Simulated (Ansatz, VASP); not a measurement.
**Two plane-wave programs on HfO2**

```
Hf O
1.0
     0.00000    2.55750    2.55750
     2.26978    0.00000    2.55750
     2.26978    2.55750    0.00000
Hf O
1 2
Direct
  0.00000 0.00000 0.00000
  0.25000 0.25000 0.25000
  0.75000 0.75000 0.75000
```

Change from the starting cell: strain -0.1125 x Voigt [1, 0, 0, 0, 0, 0], atoms carried along.

Alike in both runs: task single point; functional r2SCAN; k mesh 8 × 8 × 8; occupations gaussian, width 0.05 eV; no spin polarisation.

|  | VASP | Ansatz |
| --- | --- | --- |
| version | VASP 6.6.1 | Ansatz 0.2.0 |
| potentials or method | VASP PAW PBE potentials, release 64 (Hf_pv, O), cutoff 520 eV | scalar-relativistic, plane waves, PAW |
| valence electrons in the cell | 22 | 38 |

Ansatz gave:

- gap on the k mesh at the Fermi level (eV): 2.69
- least direct gap on the mesh (eV): 3.18
- pressure (GPa): 28.7
- traceless stress, the component that is largest in VASP (GPa): 44.41

Task: Which values does VASP return?

Result: gap on the k mesh at the Fermi level (eV): 2.69; least direct gap on the mesh (eV): 3.18; pressure (GPa): 24.0; traceless stress, the component that is largest in VASP (GPa): 45.19.

VASP's potentials were made for PBE, not for r2SCAN. With one functional, cell and mesh, what is left measures potentials, basis and numerics. VASP's potentials hold 22 valence electrons a cell and Ansatz's 38, so a difference there can come from the potentials and not from the codes.

Neither program's run includes spin-orbit coupling.
